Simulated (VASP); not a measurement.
The system is KF.

```
CELL_PARAMETERS angstrom
2.99132 0.00000 0.00000
0.00000 3.17887 0.00000
0.00000 0.00000 3.17887
ATOMIC_POSITIONS crystal
K 0.00000 0.00000 0.00000
F 0.50000 0.50000 0.50000
```

This cell differs from its parent crystal: uniaxial x strain -5.9%.

Base run:

* Program: VASP 6.6.1
* Functional: PBE
* Potentials or basis: VASP PAW PBE potentials, release 64 (K_sv, F)
* Cutoff: 520 eV
* k mesh: 8 × 8 × 8
* Occupations: fermi-dirac, width 0.02 eV
* Spin: no spin polarisation

Its results: band gap on the k mesh 7.10 eV, indirect (least direct gap 7.12 eV); pressure 6.4 GPa.

The run is repeated on the same cell with these changes: functional from PBE to r2SCAN; occupations from fermi-dirac, width 0.02 eV to gaussian, width 0.01 eV. What comes out?

Band gap on the k mesh 8.06 eV, indirect (least direct gap 8.07 eV); pressure 3.1 GPa.

Caveats: the PAW data sets were made with another functional, which shifts forces and pressure a little (some runs).

A k mesh can miss the band edges.
